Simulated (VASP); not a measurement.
The system is ZnS.

```
Zn S
1.0
     3.81200    0.00000    0.00000
    -1.90600    3.30129    0.00000
     0.00000    0.00000   18.68999
Zn S
6 6
Direct
  0.33333 0.66667 0.83333
  0.66667 0.33333 0.33333
  0.66667 0.33333 0.66667
  0.33333 0.66667 0.16667
  0.00000 0.00000 0.50000
  0.00000 0.00000 0.00000
  0.33333 0.66667 0.95833
  0.66667 0.33333 0.45833
  0.66667 0.33333 0.79167
  0.33333 0.66667 0.29167
  0.00000 0.00000 0.62500
  0.00000 0.00000 0.12500
```

Base run:

* Program: VASP 6.6.1
* Functional: revPBE
* Potentials or basis: VASP PAW PBE potentials, release 64 (Zn, S)
* Cutoff: 520 eV
* k mesh: 8 × 8 × 2
* Occupations: fermi-dirac, width 0.05 eV
* Spin: no spin polarisation

Its results: band gap on the k mesh 2.29 eV; pressure 4.3 GPa; largest force 0.029 eV/Å.

Q: After a change of settings the same cell gave: band gap on the k mesh 2.33 eV; pressure 4.8 GPa; largest force 0.030 eV/Å. Which change was it?
A. functional from revPBE to RPBE
B. functional from revPBE to BLYP; dispersion from none to D3(BJ)
C. functional from revPBE to PBE exchange alone

A: A.

Caveats: the cell stands under pressure; the PAW data sets were made with another functional, which shifts forces and pressure a little.
